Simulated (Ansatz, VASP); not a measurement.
**Ni: VASP beside Ansatz**

```xyz
3
Lattice="4.1232 0.0000 0.0000 -2.0616 3.5708 0.0000 0.0000 0.0000 2.4997" Properties=species:S:1:pos:R:3 pbc="T T T"
Ni    0.0000    0.0000    0.0000
Ni    0.0000    2.3805    1.2498
Ni    2.0616    1.1903    1.2498
```

Alike in both runs: task single point; functional revPBE; k mesh 10 × 10 × 14; occupations fermi-dirac, width 0.05 eV; collinear spin.

```csv
,VASP,Ansatz
version,VASP 6.6.1,Ansatz 0.2.0
potentials or method,"VASP PAW PBE potentials, release 64 (Ni), cutoff 520 eV","plane waves (420 eV) with PAW, scalar-relativistic"
valence electrons in the cell,30,54
```

Ansatz gave:

| Quantity | Value |
| --- | --- |
| pressure (GPa) | -11.2 |
| traceless stress, the component that is largest in VASP (GPa) | 0.50 |
| net moment per atom (μB) | 0.67 |
| size of the moment on the site where the two differ most (μB) | 0.69 |

Question: Estimate VASP's values.

Answer: Pressure (GPa): -10.9; traceless stress, the component that is largest in VASP (GPa): 0.35; net moment per atom (μB): 0.65; size of the moment on the site where the two differ most (μB): 0.64.

VASP's potentials were made for PBE, not for revPBE. Site moments also hang on the region over which each program counts them. With one functional, cell and mesh, what is left measures potentials, basis and numerics. VASP's potentials hold 30 valence electrons a cell and Ansatz's 54, so a difference there can come from the potentials and not from the codes.
